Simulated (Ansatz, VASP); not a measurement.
Sc3W in VASP and in Ansatz

```
Sc W
1.0
     4.36777    0.00000    0.00000
     0.00000    4.36777    0.00000
     0.00000    0.00000    4.36777
Sc W
3 1
Direct
  0.50000 0.00000 0.50000
  0.00000 0.50000 0.50000
  0.50000 0.50000 0.00000
  0.00000 0.00000 0.00000
```

Change from the starting cell: species swapped into the Dy3Ho type (Pm-3m, No. 221).

Alike in both runs: task relaxation of cell and atoms; functional PBE; k mesh 10 × 10 × 10; occupations gaussian, width 0.1 eV; no spin polarisation.

```csv
,VASP,Ansatz
version,VASP 6.6.1,Ansatz 0.2.0
potentials or method,"VASP PAW PBE potentials, release 64 (Sc_sv, W_sv), cutoff 600 eV","scalar-relativistic, plane waves, PAW"
valence electrons in the cell,47,47
```

```tsv
	VASP	Ansatz	Ansatz less VASP
gap on the k mesh at the Fermi level, each at its own relaxed structure (eV)	none	none	-
relaxed volume (Å³/atom)	20.78	20.74	-0.041
relaxed length of the cell vector where the two differ most in proportion (Å)	4.364	4.361	-0.0029
```

A gap of «none» marks a metal or a gap that the smearing closes.

Spin-orbit coupling is off throughout.
